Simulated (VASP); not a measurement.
# MnS (Fm-3m) in VASP: settings compared

MnS is run at these levels: PBE+U, PBEsol+U, revPBE+U; tasks: relaxation of cell and atoms, single point, band structure.

Everything below comes from runs of VASP 6.6.1. Logs are shortened: lines on timing, memory, paths and dates and some standing lists are left out, and cuts for length are marked.

**1. The cell of the first run**

Symmetry: Fm-3m, No. 225, cubic system. The conventional cell has a = 5.209 Å, b = 5.209 Å, c = 5.209 Å, α = 90.00°, β = 90.00°, γ = 90.00°. Within 3.4 Å of Mn (site symmetry m-3m) lie 6 S at 2.60 Å. S (site symmetry m-3m) has 6 Mn at 2.60 Å within 3.4 Å.

**2. Relaxation of cell and atoms, PBE+U, collinear spin, ferromagnetic start**

INCAR reads:

```
PREC = Accurate
ENCUT = 600
EDIFF = 1E-6
ISMEAR = -1
SIGMA = 0.05
LREAL = F
LASPH = T
NELM = 150
ALGO = Normal
ISIF = 3
LWAVE = F
LCHARG = F
ISPIN = 2
MAGMOM = 4 0
LORBIT = 11
LMAXMIX = 4
LDAU = T
LDAUTYPE = 2
LDAUL = 2 -1
LDAUU = 4.5 0
LDAUJ = 0 0
LDAUPRINT = 1
GGA = PE
IBRION = 2
NSW = 60
EDIFFG = -0.01
```

KPOINTS reads:

```
Automatic mesh
0
Gamma
  9 9 9
```

POSCAR reads:

```
MnS
1.0
    0.0000000000      2.6045000000      2.6045000000
    2.6045000000      0.0000000000      2.6045000000
    2.6045000000      2.6045000000      0.0000000000
Mn S
1 1
Direct
    0.0000000000      0.0000000000      0.0000000000
    0.5000000000      0.5000000000      0.5000000000
```

Potentials or basis: VASP PAW PBE potentials, release 64 (Mn_pv, S).

Started as:

```console
$ cat potpaw_PBE.64/Mn_pv/POTCAR potpaw_PBE.64/S/POTCAR > POTCAR
$ mpirun -np 1 vasp_std > vasp.out
```

OUTCAR:

```text
PREC = Accurate
   ENCUT = 600
   EDIFF = 1E-6
   ISMEAR = -1
   LREAL = F
   LASPH = T
   NELM = 150
   ISIF = 3
   ISPIN = 2
   LORBIT = 11
   GGA = PE
   IBRION = 2
   NSW = 60
   EDIFFG = -0.01

 ion  position               nearest neighbor table
   1  0.000  0.000  0.000-   2 2.60   2 2.60   2 2.60   2 2.60   2 2.60   2 2.60
   2  0.500  0.500  0.500-   1 2.60   1 2.60   1 2.60   1 2.60   1 2.60   1 2.60

  LATTYP: Found a face centered cubic cell.
 ALAT       =     5.2090000000

  Lattice vectors:

 A1 = (   0.0000000000,   2.6045000000,   2.6045000000)
 A2 = (   2.6045000000,   0.0000000000,   2.6045000000)
 A3 = (   2.6045000000,   2.6045000000,   0.0000000000)

Analysis of symmetry for initial positions (statically):
=====================================================================
 Subroutine PRICEL returns:
 Original cell was already a primitive cell.

 Routine SETGRP: Setting up the symmetry group for a
 face centered cubic supercell.

 Subroutine GETGRP returns: Found 48 space group operations
 (whereof 48 operations were pure point group operations)
 out of a pool of 48 trial point group operations.

The static configuration has the point symmetry O_h .

Analysis of symmetry for dynamics (positions and initial velocities):
=====================================================================
 Subroutine PRICEL returns:
 Original cell was already a primitive cell.

 Routine SETGRP: Setting up the symmetry group for a
 face centered cubic supercell.

 Subroutine GETGRP returns: Found 48 space group operations
 (whereof 48 operations were pure point group operations)
 out of a pool of 48 trial point group operations.

The dynamic configuration has the point symmetry O_h .

Analysis of structural, dynamic, and magnetic symmetry:
=====================================================================
 Subroutine PRICEL returns:
 Original cell was already a primitive cell.

 Routine SETGRP: Setting up the symmetry group for a
 face centered cubic supercell.

 Subroutine GETGRP returns: Found 48 space group operations
 (whereof 48 operations were pure point group operations)
 out of a pool of 48 trial point group operations.

The overall configuration has the point symmetry O_h .

 Subroutine INISYM returns: Found 48 space group operations
 (whereof 48 operations are pure point group operations),
 and found     1 'primitive' translations

----------------------------------------------------------------------------------------

                                     Primitive cell

  volume of cell :      35.3348

  direct lattice vectors                    reciprocal lattice vectors
     0.000000000  2.604500000  2.604500000    -0.191975427  0.191975427  0.191975427
     2.604500000  0.000000000  2.604500000     0.191975427 -0.191975427  0.191975427
     2.604500000  2.604500000  0.000000000     0.191975427  0.191975427 -0.191975427

  length of vectors
     3.683319223  3.683319223  3.683319223     0.332511194  0.332511194  0.332511194

  position of ions in fractional coordinates (direct lattice)
     0.000000000  0.000000000  0.000000000
     0.500000000  0.500000000  0.500000000

  ion indices of the primitive-cell ions
   primitive index   ion index
                 1           1
                 2           2

----------------------------------------------------------------------------------------

 KPOINTS: Automatic mesh

Automatic generation of k-mesh.
 Grid dimensions read from file:
 generate k-points for:    9    9    9

 Generating k-lattice:

  Cartesian coordinates                     Fractional coordinates (reciprocal lattice)
    -0.021330603  0.021330603  0.021330603     0.111111111  0.000000000  0.000000000
     0.021330603 -0.021330603  0.021330603     0.000000000  0.111111111  0.000000000
     0.021330603  0.021330603 -0.021330603     0.000000000  0.000000000  0.111111111

  Length of vectors
     0.036945688  0.036945688  0.036945688

  Shift w.r.t. Gamma in fractional coordinates (k-lattice)
     0.000000000  0.000000000  0.000000000

 Subroutine IBZKPT returns following result:
 ===========================================

 Found     35 irreducible k-points:

 Following reciprocal coordinates:
            Coordinates               Weight
  0.000000  0.000000  0.000000      1.000000
  0.111111  0.000000  0.000000      8.000000
  0.222222  0.000000  0.000000      8.000000
  0.333333  0.000000  0.000000      8.000000
  0.444444  0.000000  0.000000      8.000000
  0.111111  0.111111  0.000000      6.000000
[... 16 lines left out ...]
 -0.333333  0.333333  0.000000     12.000000
  0.444444  0.444444  0.000000      6.000000
 [... further k-points ...]
   k-points           NKPTS =     35   k-points in BZ     NKDIM =     35   number of bands    NBANDS=     15
   number of dos      NEDOS =    301   number of ions     NIONS =      2
   total plane-waves  NPLWV =  27000
   dimension x,y,z NGX =    30 NGY =   30 NGZ =   30
   dimension x,y,z NGXF=    60 NGYF=   60 NGZF=   60
   ions per type =               1   1
   NGX,Y,Z   is equivalent  to a cutoff of  13.54, 13.54, 13.54 a.u.
   NGXF,Y,Z  is equivalent  to a cutoff of  27.08, 27.08, 27.08 a.u.
 SYSTEM =  unknown system
   PREC   = accura    normal or accurate (medium, high low for compatibility)
   ISTART =      0    job   : 0-new  1-cont  2-samecut
   ICHARG =      2    charge: 1-file 2-atom 10-const
   ISPIN  =      2    spin polarized calculation?
   LNONCOLLINEAR =      F non collinear calculations
   LSORBIT =      F    spin-orbit coupling
   LASPH  =      T    aspherical Exc in radial PAW
   ENCUT  =  600.0 eV  44.10 Ry    6.64 a.u.   7.36  7.36  7.36*2*pi/ulx,y,z
   NELM   =    150;   NELMIN=  2; NELMDL= -5     # of ELM steps
   EDIFF  = 0.1E-05   stopping-criterion for ELM
   LREAL  =      F    real-space projection
   EDIFFG = -.1E-01   stopping-criterion for IOM
   NSW    =     60    number of steps for IOM
   IBRION =      2    ionic relax: 0-MD 1-quasi-New 2-CG
   NFREE  =      1    steps in history (QN), initial steepest desc. (CG)
   ISIF   =      3    stress and relaxation
   ISYM   =      2    0-nonsym 1-usesym 2-fastsym
   POTIM  = 0.5000    time-step for ionic-motion
   TEBEG  =    0.0;   TEEND  =   0.0 temperature during run
   PSTRESS=    0.0 pullay stress
   NELECT =      19.0000    total number of electrons
   NUPDOWN=      -1.0000    fix difference up-down
   EMIN   =  10.00;   EMAX   =-10.00  energy-range for DOS
   EFERMI =   0.00;   METHOD = LEGACY
   ISMEAR =    -1;   SIGMA  =   0.05  broadening in eV -4-tet -1-fermi 0-gaus
   EFERMI_NEDOS =   21; number of points for ismear=-14 and -15
   IALGO  =     38    algorithm
   IMIX   =      4    mixing-type and parameters
     AMIX     =   0.40;   BMIX     =  1.00
     AMIX_MAG =   1.60;   BMIX_MAG =  1.00
  volume/ion in A,a.u.               =      17.67       119.23
  Fermi-wavevector in a.u.,A,eV,Ry     =   1.331246  2.515690 24.112464  1.772216
  Thomas-Fermi vector in A             =   2.460272
   LORBIT       =     11    0 simple, 1 ext, 2 COOP (PROOUT), +10 PAW based schemes
 LDA+U is selected, type is set to LDAUTYPE =  2
   angular momentum for each species LDAUL =     2   -1
   U (eV)           for each species LDAUU =   4.5  0.0
   J (eV)           for each species LDAUJ =   0.0  0.0
   GGA     = PE    functional components
   LHFCALC =     F    Hartree Fock is set to
   AEXX    =    0.0000 exact exchange contribution
   IVDW    =     0    specifies the selected vdW correction
   LEPSILON=     F    determine dielectric tensor
   LRPA    =     F    only Hartree local field effects (RPA)
 conjugate gradient relaxation of ions
 spin polarized calculation
  energy-cutoff  :      600.00
  volume of cell :       35.33
 maximum number of plane-waves:      1243
 NGX is ok and might be reduce to    30
   NGX = 15   NGY = 15   NGZ = 15

--------------------------------------- Ionic step        1  -------------------------------------------

 number of electron      19.0000008 magnetization       5.0000398

 Free energy of the ion-electron system (eV)
  ---------------------------------------------------
  ext. energy  EPLUGINS =         0.00000000
  ---------------------------------------------------
  free energy    TOTEN  =       -12.83497911 eV

  energy without entropy =      -12.83497303  energy(sigma->0) =      -12.83497607

------------------------ aborting loop because EDIFF is reached ----------------------------------------

  FORCE on cell =-STRESS in cart. coord.  units (eV):
  Direction    XX          YY          ZZ          XY          YZ          ZX
  --------------------------------------------------------------------------------------
  -------------------------------------------------------------------------------------
  Total        1.0271066      1.0271066      1.0271066      0.0000000     -0.0000000      0.0000000
  in kB       46.5718011     46.5718011     46.5718011      0.0000000     -0.0000000      0.0000000
  external PRESSURE =      46.5718011 kB  Pullay stress =       0.0000000 kB
[... 53 lines left out ...]
  FREE ENERGIE OF THE ION-ELECTRON SYSTEM (eV)
  ---------------------------------------------------
  free  energy   TOTEN  =       -12.8588632411 eV

  energy  without entropy=      -12.8588630966  energy(sigma->0) =      -12.85886317

atom =   1  type =  1  l = 2

 onsite density matrix

spin component  1

  0.9368  0.0000  0.0000  0.0000 -0.0000
  0.0000  0.9368  0.0000  0.0000  0.0000
  0.0000  0.0000  0.9564  0.0000 -0.0000
  0.0000  0.0000  0.0000  0.9368 -0.0000
 -0.0000  0.0000 -0.0000 -0.0000  0.9564

spin component  2

  0.0124  0.0000  0.0000 -0.0000  0.0000
  0.0000  0.0124 -0.0000 -0.0000  0.0000
  0.0000 -0.0000  0.0656 -0.0000  0.0000
 -0.0000 -0.0000 -0.0000  0.0124  0.0000
  0.0000  0.0000  0.0000  0.0000  0.0656

 occupancies and eigenvectors

  o =  0.0124  v =  0.0000  0.0000  0.0000  0.0000  0.0000  0.0037 -0.0505  0.0000  0.9987 -0.0000      0.0000  0.0000  0.0000  0.0000  0.0000  0.0000  0.0000  0.0000  0.0000  0.0000
  o =  0.0124  v =  0.0000  0.0000  0.0000  0.0000  0.0000  1.0000 -0.0044 -0.0000 -0.0039 -0.0000      0.0000  0.0000  0.0000  0.0000  0.0000  0.0000  0.0000  0.0000  0.0000  0.0000
  o =  0.0124  v =  0.0000  0.0000  0.0000  0.0000  0.0000 -0.0046 -0.9987 -0.0000 -0.0505  0.0000      0.0000  0.0000  0.0000  0.0000  0.0000  0.0000  0.0000  0.0000  0.0000  0.0000
  o =  0.0656  v =  0.0000  0.0000  0.0000  0.0000  0.0000 -0.0000 -0.0000  0.0141 -0.0000 -0.9999      0.0000  0.0000  0.0000  0.0000  0.0000  0.0000  0.0000  0.0000  0.0000  0.0000
  o =  0.0656  v =  0.0000  0.0000  0.0000  0.0000  0.0000  0.0000  0.0000  0.9999 -0.0000  0.0141      0.0000  0.0000  0.0000  0.0000  0.0000  0.0000  0.0000  0.0000  0.0000  0.0000
  o =  0.9368  v =  0.0000  0.4357  0.0000  0.9001  0.0000  0.0000  0.0000  0.0000  0.0000  0.0000      0.0000  0.0000  0.0000  0.0000  0.0000  0.0000  0.0000  0.0000  0.0000  0.0000
  o =  0.9368  v =  0.0000 -0.9001  0.0000  0.4357  0.0000  0.0000  0.0000  0.0000  0.0000  0.0000      0.0000  0.0000  0.0000  0.0000  0.0000  0.0000  0.0000  0.0000  0.0000  0.0000
  o =  0.9368  v =  1.0000  0.0000  0.0000  0.0000  0.0000  0.0000  0.0000  0.0000  0.0000  0.0000      0.0000  0.0000  0.0000  0.0000  0.0000  0.0000  0.0000  0.0000  0.0000  0.0000
  o =  0.9564  v =  0.0000  0.0000  1.0000 -0.0000 -0.0004  0.0000  0.0000  0.0000  0.0000  0.0000      0.0000  0.0000  0.0000  0.0000  0.0000  0.0000  0.0000  0.0000  0.0000  0.0000
  o =  0.9564  v =  0.0000  0.0000  0.0004 -0.0000  1.0000  0.0000  0.0000  0.0000  0.0000  0.0000      0.0000  0.0000  0.0000  0.0000  0.0000  0.0000  0.0000  0.0000  0.0000  0.0000

--------------------------------------- Ionic step        3  -------------------------------------------

 number of electron      18.9999987 magnetization       4.9999989

 Free energy of the ion-electron system (eV)
  ---------------------------------------------------
  ext. energy  EPLUGINS =         0.00000000
  ---------------------------------------------------
  free energy    TOTEN  =       -12.86220166 eV

  energy without entropy =      -12.86220133  energy(sigma->0) =      -12.86220150

 E-fermi :   6.2497     XC(G=0): -10.3393

 val. band max:        5.6294214051   @ k =  -0.3333   0.1111   0.0000
 cond. band min:       6.7724840651   @ k =   0.4444   0.4444   0.0000
 fundamental gap:      1.1430626600
 Fermi energy:         6.2496966971

 spin component 1

 k-point     1 :       0.0000    0.0000    0.0000
  band No.  band energies     occupation
      1     -44.9197      1.00000
      2     -44.9197      1.00000
      3     -44.9197      1.00000
      4      -7.9514      1.00000
      5       0.7130      1.00000
      6       0.7130      1.00000
      7       0.7432      1.00000
      8       0.7432      1.00000
      9       0.7432      1.00000
     10       4.4811      1.00000
     11       4.4811      1.00000
     12       4.4811      1.00000
     13       7.4772      0.00000
     14      14.2722      0.00000
     15      14.2722      0.00000
[... 879 lines left out ...]
  FREE ENERGIE OF THE ION-ELECTRON SYSTEM (eV)
  ---------------------------------------------------
  free  energy   TOTEN  =       -12.8622016585 eV

  energy  without entropy=      -12.8622013342  energy(sigma->0) =      -12.86220150

 reached required accuracy - stopping structural energy minimisation

 total charge

# of ion       s       p       d       tot
------------------------------------------
    1        0.211   6.154   4.875  11.240
    2        1.321   2.445   0.000   3.766
--------------------------------------------------
tot          1.532   8.599   4.875  15.006

 magnetization (x)

# of ion       s       p       d       tot
------------------------------------------
    1        0.047   0.035   4.545   4.627
    2        0.019   0.048   0.000   0.067
--------------------------------------------------
tot          0.066   0.083   4.545   4.693
```

Wall time 55 s (1 thread of Intel Xeon 6975P-C (Granite Rapids), shared host); peak memory 0.21 GiB.

What came out:

```yaml
Free_energy: -12.8622 eV
Relaxed_volume: 18.65 Å³/atom
Relaxed_cell: a = 3.750 Å, b = 3.750 Å, c = 3.750 Å, α = 60.00°, β = 60.00°, γ = 60.00°
Space_group_after_relaxing_to_0.1_Å: Fm-3m (No. 225)
Energy_gained_by_relaxing: 13.6 meV/atom
Ionic_steps: 3
Pressure_after_relaxing: -0.1 GPa
Band_gap_on_the_k_mesh: 1.14 eV (least direct gap 2.85 eV)
Net_moment: 5.00 μB per cell
Site_moments: Mn +4.63; S +0.07 μB
Valence_electrons_inside_the_program's_atomic_spheres: Mn 11.24; S 3.77
```

The path:
```
step  energy change (eV)  largest force (eV/Å)  pressure (GPa)  volume (Å³)
   1              0.0000                0.0000            4.66        35.33
   2             -0.0239                0.0000           -1.45        38.03
   3             -0.0272                0.0000           -0.05        37.29
```

Final structure:
```xyz
2
Lattice="0.0000 2.6517 2.6517 2.6517 0.0000 2.6517 2.6517 2.6517 0.0000" Properties=species:S:1:pos:R:3 pbc="T T T"
Mn    0.0000    0.0000    0.0000
S     2.6517    2.6517    2.6517
```

Eigenvalues of the final occupation matrices:
| site | spin | trace | eigenvalues |
| --- | --- | --- | --- |
| site 1 d | 1 | 4.72 | 0.94 0.94 0.94 0.96 0.96 |
| site 1 d | 2 | 0.17 | 0.01 0.01 0.01 0.07 0.07 |

Caveat: an odd mesh through Γ misses points on the zone boundary, where band edges can lie; a cell with one magnetic atom can't hold antiferromagnetic order, which such compounds often take.

**3. Single point, PBEsol+U, collinear spin, ferromagnetic start**

POSCAR is that of step 2.

INCAR.step1 reads:

```
SYSTEM = MnS
  ALGO = Normal
  EDIFF = 1E-6
  ENCUT = 520
  GGA = PS
  GGA_COMPAT = .FALSE.
  ISIF = 2
  ISMEAR = -1
  ISPIN = 2
  LASPH = .TRUE.
  LCHARG = .TRUE.
  LDAU = .TRUE.
  LDAUJ = 0 0
  LDAUL = 2 -1
  LDAUPRINT = 1
  LDAUTYPE = 2
  LDAUU = 4 0
  LMAXMIX = 4
  LORBIT = 11
  LREAL = .FALSE.
  LWAVE = .FALSE.
  MAGMOM = 4 0
  NBANDS = 22
  NEDOS = 2001
  NELM = 200
  PREC = Accurate
  SIGMA = 0.05
```

KPOINTS.step1 reads:

```
k-points
0
G
  9 9 9
  0 0 0
```

INCAR.step2 reads:

```
SYSTEM = MnS
  ALGO = Normal
  EDIFF = 1E-6
  ENCUT = 520
  GGA = PS
  GGA_COMPAT = .FALSE.
  ICHARG = 11
  ISIF = 2
  ISMEAR = -5
  ISPIN = 2
  LASPH = .TRUE.
  LCHARG = .FALSE.
  LDAU = .TRUE.
  LDAUJ = 0 0
  LDAUL = 2 -1
  LDAUPRINT = 1
  LDAUTYPE = 2
  LDAUU = 4 0
  LMAXMIX = 4
  LORBIT = 10
  LREAL = .FALSE.
  LWAVE = .FALSE.
  MAGMOM = 4 0
  NBANDS = 22
  NEDOS = 1001
  NELM = 200
  PREC = Accurate
  SIGMA = 0.05
```

KPOINTS.step2 reads:

```
k-points
0
G
  14 14 14
  0 0 0
```

Potentials or basis: VASP PAW PBE potentials, release 64 (Mn_sv, S).

Started as:

```console
$ cat potpaw_PBE.64/Mn_sv/POTCAR potpaw_PBE.64/S/POTCAR > POTCAR
$ cp INCAR.step1 INCAR
$ cp KPOINTS.step1 KPOINTS
$ mpirun -np 1 vasp_std > vasp.out
$ cp INCAR.step2 INCAR
$ cp KPOINTS.step2 KPOINTS
$ mpirun -np 1 vasp_std > vasp.out
```

It took 2.1 min on 1 thread of Intel Xeon Platinum 8259CL at 2.50GHz (Skylake/Cascade Lake), shared host; peak memory 0.25 GiB.

It converged, with:

```
Net moment                                            : 5.00 μB per cell
Site moments                                          : Mn +4.42; S +0.09 μB
Valence electrons inside the program's atomic spheres : Mn 12.80; S 3.75
```

Levels at points of the mesh, in eV from the valence-band top:
Spin up:
| k point | band 11 | band 12 | band 13 | band 14 | band 15 | band 16 |
| --- | --- | --- | --- | --- | --- | --- |
| (0.00, 0.00, 0.00) | -1.52 | -1.52 | -1.52 | 1.84 | 8.45 | 8.45 |
| (0.50, 0.00, 0.00) | -3.70 | 0.00 | 0.00 | 2.87 | 5.46 | 5.46 |
| (0.50, 0.50, 0.00) | -3.70 | -3.20 | -3.20 | 0.90 | 5.13 | 10.31 |
Spin down:
```tsv
k point	band 6	band 7	band 8	band 9	band 10	band 11
(0.00, 0.00, 0.00)	-1.29	-1.29	-1.29	1.86	1.86	1.86
(0.50, 0.00, 0.00)	-6.11	-2.73	-2.73	3.21	3.21	3.29
(0.50, 0.50, 0.00)	-5.33	-2.86	-2.86	0.31	2.33	2.52
```

Eigenvalues of the final occupation matrices:
```
    site  spin  trace               eigenvalues
site 1 d     1   4.54  0.90 0.90 0.90 0.92 0.92
site 1 d     2   0.16  0.01 0.01 0.01 0.06 0.06
```

Caveat: the PAW data sets were made with another functional, which shifts forces and pressure a little; a cell with one magnetic atom can't hold antiferromagnetic order, which such compounds often take.

**4. Band structure, PBE+U, collinear spin, ferromagnetic start**

INCAR reads:

```
GGA = PE ; ISPIN = 2
MAGMOM = 4 0 ; LORBIT = 11
LDAU = True ; LDAUTYPE = 2
LDAUL = 2 -1 ; LDAUU = 6 0
LDAUJ = 0 0 ; ISMEAR = 0
SIGMA = 0.03 ; LWAVE = False
LCHARG = False ; NBANDS = 35
PREC = Accurate ; LASPH = True
LREAL = False ; ALGO = Normal
EDIFF = 1E-7 ; NELM = 200
GGA_COMPAT = False ; ENCUT = 540
EFERMI = MIDGAP ; LMAXMIX = 4
```

KPOINTS reads:

```
Automatic mesh
0
Gamma
  9 9 9
  0 0 0
```

KPOINTS_OPT reads:

```
path GXWKGLUWLK,UX
32
line-mode
reciprocal
 0.0000000000  0.0000000000  0.0000000000  G
 0.5000000000  0.0000000000  0.5000000000  X

 0.5000000000  0.0000000000  0.5000000000  X
 0.5000000000  0.2500000000  0.7500000000  W

 0.5000000000  0.2500000000  0.7500000000  W
 0.3750000000  0.3750000000  0.7500000000  K

 0.3750000000  0.3750000000  0.7500000000  K
 0.0000000000  0.0000000000  0.0000000000  G

 0.0000000000  0.0000000000  0.0000000000  G
 0.5000000000  0.5000000000  0.5000000000  L

 0.5000000000  0.5000000000  0.5000000000  L
 0.6250000000  0.2500000000  0.6250000000  U

 0.6250000000  0.2500000000  0.6250000000  U
 0.5000000000  0.2500000000  0.7500000000  W

 0.5000000000  0.2500000000  0.7500000000  W
 0.5000000000  0.5000000000  0.5000000000  L

 0.5000000000  0.5000000000  0.5000000000  L
 0.3750000000  0.3750000000  0.7500000000  K

 0.6250000000  0.2500000000  0.6250000000  U
 0.5000000000  0.0000000000  0.5000000000  X
```

POSCAR is that of step 3.

Potentials or basis: VASP PAW PBE potentials, release 64 (Mn_pv, S).

Started as:

```console
$ cat potpaw_PBE.64/Mn_pv/POTCAR potpaw_PBE.64/S/POTCAR > POTCAR
$ mpirun -np 1 vasp_std > vasp.out
```

Run time: 7.2 min. Hardware: 1 thread of Intel Xeon Platinum 8259CL at 2.50GHz (Skylake/Cascade Lake), shared host; peak memory 0.26 GiB.

The run converged. Its results:

* Free energy: -12.5238 eV
* Pressure: 5.7 GPa
* Band gap on the k mesh: 1.30 eV (least direct gap 3.27 eV)
* Band gap along the path: 1.24 eV (least direct gap 3.27 eV)
* Net moment: 5.00 μB per cell
* Site moments: Mn +4.66; S +0.06 μB
* Valence electrons inside the program's atomic spheres: Mn 11.28; S 3.80

Caveat: the cell stands under pressure; a cell with one magnetic atom can't hold antiferromagnetic order, which such compounds often take.

(Continued in part 2 of 2.)
